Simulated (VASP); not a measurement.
Set up this calculation in VASP 6.6.1, as the native input.

```
Task                   : electric field gradients
Functional             : PBEsol
Potentials or basis    : VASP PAW PBE potentials, release 64 (Li_sv)
Cutoff                 : 520 eV
k mesh                 : 15 × 15 × 15
Occupations            : fermi-dirac, width 0.08 eV
Spin                   : no spin polarisation
Dipole correction      : no
Further INCAR settings : ALGO = Normal; EDIFF = 1e-08; NBANDS = 8
```

The structure of Li lies in POSCAR:

```
Li
1.0
   -1.8025000000      1.8025000000      1.7500000000
    1.8025000000     -1.8025000000      1.7500000000
    1.8025000000      1.8025000000     -1.7500000000
Li
1
Direct
    0.0000000000      0.0000000000      0.0000000000
```

This cell differs from its parent crystal: equal xx and yy strain of +3 %.

These files were run (other wordings do the same):

INCAR

```
ALGO = Normal
EDIFF = 1E-8
ENCUT = 520
GGA = PS
ISIF = 2
ISMEAR = -1
LASPH = True
LCHARG = False
LEFG = True
LREAL = False
LWAVE = False
NBANDS = 8
NELM = 80
PREC = Accurate
SIGMA = 0.08
```

KPOINTS

```
k-points
0
Gamma
  15 15 15
```

Potentials or basis: VASP PAW PBE potentials, release 64 (Li_sv).

Launch:

```bash
$ cat potpaw_PBE.64/Li_sv/POTCAR > POTCAR
$ mpirun -np 1 vasp_std > vasp.out
```

It gave:

| Property | Result |
| --- | --- |
| Band gap on the k mesh | zero (an odd number of electrons rules out a gap without spin polarisation) |
| Largest electric field gradient by atom | under 0.05 V/Å² on every atom |

Caveat: the cell differs from its parent crystal (equal xx and yy strain of +3 %).

Run time: 27 s on 1 thread of AMD EPYC 7R13 Processor (Zen 3), with other jobs on the host, peak memory 0.13 GiB.
